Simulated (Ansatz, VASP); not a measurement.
ZrSi2 in VASP and in Ansatz

```xyz
3
Lattice="3.6651 0.0000 0.0000 0.0000 3.6651 0.0000 0.0000 0.0000 4.2539" Properties=species:S:1:pos:R:3 pbc="T T T"
Zr    1.8325    1.8325    0.0000
Si    0.0000    0.0000    0.9164
Si    0.0000    0.0000    3.3376
```

Alike in both runs: task relaxation of cell and atoms; functional PBE; k mesh 6 × 6 × 4; occupations gaussian, width 0.1 eV; no spin polarisation.

|  | VASP | Ansatz |
| --- | --- | --- |
| version | VASP 6.6.1 | Ansatz 0.2.0 |
| potentials or method | VASP PAW PBE potentials, release 64 (Zr_sv, Si), cutoff 600 eV | scalar-relativistic, plane waves, PAW |
| valence electrons in the cell | 20 | 20 |

Ansatz gave:

```
gap on the k mesh at the Fermi level, each at its own relaxed structure (eV) : none
relaxed volume (Å³/atom)                                                     : 20.11
relaxed length of the cell vector where the two differ most in proportion (Å)              : 4.826
```

Question: Which values does VASP return?

Answer: gap on the k mesh at the Fermi level, each at its own relaxed structure (eV): none; relaxed volume (Å³/atom): 20.12; relaxed length of the cell vector where the two differ most in proportion (Å): 4.837.

A gap of «none» marks a metal or a gap that the smearing closes.

The k mesh is coarse, so the values compare programs but aren't converged.
